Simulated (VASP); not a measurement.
# MoSe2: single point with PBE+D3(BJ)

Crystal: MoSe2.

```
Mo Se
1.0
     3.27662   -5.67528    0.00000
    -6.55325    0.00000    0.00000
     0.00000    0.00000  -12.73974
Mo Se
8 16
Cartesian
  0.0000 -1.8918 -9.5544
  1.6383 -4.7294 -9.5544
  -3.2766 -1.8918 -9.5544
  -1.6383 -4.7294 -9.5544
  -1.6383 -0.9459 -3.1853
  0.0000 -3.7835 -3.1853
  -4.9149 -0.9459 -3.1853
  -3.2766 -3.7835 -3.1853
  -1.6383 -0.9459 -7.8804
  0.0000 -3.7835 -7.8804
  -4.9149 -0.9459 -7.8804
  -3.2766 -3.7835 -7.8804
  0.0000 -1.8918 -1.5113
  1.6383 -4.7294 -1.5113
  -3.2766 -1.8918 -1.5113
  -1.6383 -4.7294 -1.5113
  -1.6383 -0.9459 -11.2284
  0.0000 -3.7835 -11.2284
  -4.9149 -0.9459 -11.2284
  -3.2766 -3.7835 -11.2284
  0.0000 -1.8918 -4.8594
  1.6383 -4.7294 -4.8594
  -3.2766 -1.8918 -4.8594
  -1.6383 -4.7294 -4.8594
```

| Property | Result |
| --- | --- |
| Program | VASP 6.6.1 |
| Task | single point |
| Functional | PBE |
| Dispersion | D3(BJ) |
| Potentials or basis | VASP PAW PBE potentials, release 64 (Mo_sv, Se) |
| Cutoff | 500 eV |
| k mesh | 3 × 3 × 2, shifted |
| Occupations | gaussian, width 0.01 eV |
| Spin | no spin polarisation |
| Dipole correction | no |
| Further INCAR settings | ALGO = Normal; EDIFF = 1e-06; NBANDS = 122 |

The pressure is 0.3 GPa and the largest force is 0.046 eV/Å. The band gap on the k mesh is 0.92 eV. The dispersion energy per atom is -0.479 eV.

Forces in eV/Å, atoms in the order of the input:
```
Mo   0.000  0.000  0.000
Mo   0.000  0.000  0.000
Mo   0.000  0.000  0.000
Mo   0.000  0.000  0.000
Mo   0.000  0.000  0.000
Mo   0.000  0.000  0.000
Mo   0.000  0.000  0.000
Mo   0.000  0.000  0.000
Se   0.000  0.000  0.045
Se   0.000  0.000  0.045
Se   0.000  0.000  0.045
Se   0.000  0.000  0.045
Se   0.000  0.000  0.046
Se   0.000  0.000  0.046
Se   0.000  0.000  0.046
Se   0.000  0.000  0.046
Se   0.000  0.000 -0.046
Se   0.000  0.000 -0.046
Se   0.000  0.000 -0.046
Se   0.000  0.000 -0.046
Se   0.000  0.000 -0.045
Se   0.000  0.000 -0.045
Se   0.000  0.000 -0.045
Se   0.000  0.000 -0.045
```

Levels at points of the mesh, in eV from the valence-band top:
```csv
k point,band 102,band 103,band 104,band 105,band 106,band 107
"(0.00, 0.00, 0.25)",-0.88,-0.38,0.00,1.60,1.60,1.60
```

Wall time 3.2 min on 1 thread of AMD EPYC 9R45 (Zen 5), on a shared host, peak memory 0.51 GiB.

A k mesh can miss the band edges. PBE gaps usually lie below the measured ones, often by a third to a half.
